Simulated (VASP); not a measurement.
# HfO2: vibrations by perturbation theory with PBE

HfO2:

```xyz
3
Lattice="0.0000 2.5485 2.5485 2.5485 0.0000 2.5485 2.5485 2.5485 0.0000" Properties=species:S:1:pos:R:3 pbc="T T T"
Hf    0.0000    0.0000    0.0000
O     1.2743    1.2743    1.2743
O     3.8228    3.8228    3.8228
```

```
Program                : VASP 6.6.1
Task                   : vibrations by perturbation theory
Functional             : PBE
Potentials or basis    : VASP PAW PBE potentials, release 64 (Hf_pv, O)
Cutoff                 : 520 eV
k mesh                 : 6 × 6 × 6
Occupations            : gaussian, width 0.01 eV
Spin                   : no spin polarisation
Dipole correction      : no
Further INCAR settings : ALGO = Normal; EDIFF = 1e-08; NBANDS = 18; IBRION = 8; NSW = 1
```

- Electronic dielectric tensor (diagonal): 5.26
- Born charges (mean of the diagonal): Hf +5.51; O -2.76 e
- Highest phonon frequency at Γ, LO-TO splitting left out: 559 cm⁻¹

Phonon frequencies in cm⁻¹ (negative: imaginary):
| q point | frequencies |
| --- | --- |
| (0.000, 0.000, 0.000) | 0 0 0 209 209 209 559 559 559 |

Electronic dielectric tensor:
```
5.26 0.00 0.00
0.00 5.26 0.00
0.00 0.00 5.26
```

Born effective charge tensors (e):
atom 1, Hf
```
5.51 0.00 0.00
0.00 5.51 0.00
0.00 0.00 5.51
```
atom 2, O
```
-2.76  0.00  0.00
 0.00 -2.76  0.00
 0.00  0.00 -2.76
```
atom 3, O
```
-2.76  0.00  0.00
 0.00 -2.76  0.00
 0.00  0.00 -2.76
```

It took 3.1 min on 1 thread of Intel(R) Xeon(R) Platinum 8375C CPU @ 2.90GHz (Ice Lake), with other jobs on the host, peak memory 0.24 GiB.

Caveat: the cell wasn't relaxed at this level first, which shifts response properties.
